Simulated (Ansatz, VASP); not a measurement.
One calculation of AlN, two programs

File POSCAR:

```
AlN
1.0
    0.0000000000      2.1849006274      2.1849006274
    2.1849006274      0.0000000000      2.1849006274
    2.1849006274      2.1849006274      0.0000000000
Al N
1 1
Direct
    0.0000000000      0.0000000000      0.0000000000
    0.7500000000      0.7500000000      0.7500000000
```

Contents of INCAR.step1:

```
SYSTEM = AlN
PREC = Accurate ; ENCUT = 520
ISMEAR = 0 ; SIGMA = 0.05
LREAL = .False. ; LASPH = .True.
NELM = 80 ; NBANDS = 11
GGA = PE ; ALGO = Normal
EDIFF = 1E-4 ; LWAVE = .True.
LCHARG = .False.
```

File INCAR.step2:

```
SYSTEM = AlN
PREC = Accurate ; ENCUT = 520
EDIFF = 1E-7 ; ISMEAR = 0
SIGMA = 0.05 ; LREAL = .False.
LASPH = .True. ; NELM = 80
ALGO = Normal ; ISIF = 2
LWAVE = .False. ; LCHARG = .True.
METAGGA = R2SCAN ; LMIXTAU = .True.
LELF = .True. ; LVHAR = .True.
NBANDS = 11 ; ISTART = 1
```

KPOINTS

```
regular mesh
0
Gamma
  8 8 8
  0 0 0
```

Input for Ansatz:

```yaml
crystal:
  lattice:
    - [0.0, 2.1849006274, 2.1849006274]
    - [2.1849006274, 0.0, 2.1849006274]
    - [2.1849006274, 2.1849006274, 0.0]
  atoms:
    - { symbol: Al, position: [0.0, 0.0, 0.0] }
    - { symbol: "N", position: [0.75, 0.75, 0.75] }
basis:
  ecutwfc: 500
kpoints:
  mp_grid: { grid: [8, 8, 8] }
hamiltonian:
  xc: r2scan
scf:
  occupations: { method: gaussian, width: 0.05 }
output:
  forces: true
  stress: true
  eigenvalues: true
  write_density: true
  write_potential: true
  elf: true
  volumetric_format: npy
```

Alike in both runs: task single point; functional r2SCAN; k mesh 8 × 8 × 8; occupations gaussian, width 0.05 eV; no spin polarisation.

```csv
,VASP,Ansatz
version,VASP 6.6.1,Ansatz 0.2.0
potentials or method,"VASP PAW PBE potentials, release 64 (Al, N), cutoff 520 eV","scalar-relativistic, plane waves, PAW"
valence electrons in the cell,8,8
```

Ansatz gave:

- gap on the k mesh at the Fermi level (eV): 3.94
- least direct gap on the mesh (eV): 4.84
- pressure (GPa): 0.0

What did VASP give for the same quantities?

gap on the k mesh at the Fermi level (eV): 3.93; least direct gap on the mesh (eV): 4.88; pressure (GPa): -0.4.

VASP's potentials were made for PBE, not for r2SCAN.
